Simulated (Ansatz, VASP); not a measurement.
Two plane-wave programs on AlAs

INCAR

```
SYSTEM = AlAs
ALGO = Normal
EDIFF = 1E-6
ENCUT = 500
GGA = PS
GGA_COMPAT = .FALSE.
ISIF = 2
ISMEAR = 0
LASPH = .TRUE.
LCHARG = .FALSE.
LORBIT = 11
LORBMOM = .TRUE.
LREAL = .FALSE.
LSORBIT = .TRUE.
LWAVE = .FALSE.
MAGMOM = 0 0 0 0 0 0 0 0 0 0 0 0
NBANDS = 30
NELM = 200
PREC = Accurate
SIGMA = 0.02
```

Contents of KPOINTS:

```
k-points
0
G
  6 4 6
  0 0 0
```

Contents of POSCAR:

```
AlAs
1.0
    4.0124476425      0.0000000000      0.0000000000
    0.0000000000      5.6744578985      0.0000000000
    0.0000000000      0.0000000000      4.0124476425
Al As
2 2
Direct
    0.0000000000      0.0000000000      0.0000000000
    0.5000000000      0.5000000000      0.5000000000
    0.5000000000      0.2500000000      0.0000000000
    0.0000000000      0.7500000000      0.5000000000
```

Input for Ansatz:

```yaml
crystal:
  lattice:
    - [4.0124476425, 0.0, 0.0]
    - [0.0, 5.6744578985, 0.0]
    - [0.0, 0.0, 4.0124476425]
  atoms:
    - { symbol: Al, position: [0.0, 0.0, 0.0] }
    - { symbol: As, position: [0.5, 0.25, 0.0] }
    - { symbol: Al, position: [0.5, 0.5, 0.5] }
    - { symbol: As, position: [0.0, 0.75, 0.5] }
basis:
  ecutwfc: 420
kpoints:
  mp_grid: { grid: [6, 4, 6] }
  band_path:
    path:
      - [[0.0, 0.0, 0.0], [0.0, 1.0, 0.0], [0.25, 1.0, 0.0]]
      - [[0.375, 0.75, -0.375], [0.0, 0.0, 0.0], [0.5, 0.5, 0.0], [0.25, 1.0, -0.25], [0.0, 1.0, 0.0]]
    npoints: 10
hamiltonian:
  xc: pbesol
  pseudopotentials: { kind: paw_fr, azcp: { folder: soft_1 } }
scf:
  occupations: { method: gaussian, width: 0.02 }
  n_extra_bands: 16
output:
  forces: true
  stress: true
  eigenvalues: true
magnetization:
  noncollinear: true
  spin_orbit: true
```

Alike in both runs: task single point; functional PBEsol; k mesh 6 × 4 × 6; occupations gaussian, width 0.02 eV; non-collinear spin, spin-orbit coupling.

|  | VASP | Ansatz |
| --- | --- | --- |
| version | VASP 6.6.1 | Ansatz 0.2.0 |
| potentials or method | VASP PAW PBE potentials, release 64 (Al, As), cutoff 500 eV | plane waves, PAW |
| valence electrons in the cell | 16 | 36 |

VASP gave:

```
pressure (GPa)           : 0.3
net moment per atom (μB) : 0.00
```

Q: Estimate Ansatz's values.

A: Pressure (GPa): 0.0; net moment per atom (μB): 0.00.

VASP's potentials were made for PBE, not for PBEsol, and Ansatz warns of the same on its side. The functional is the same, so the differences come from potentials, cutoffs and numerics. VASP's potentials hold 16 valence electrons a cell and Ansatz's 36, so a difference there can come from the potentials and not from the codes.
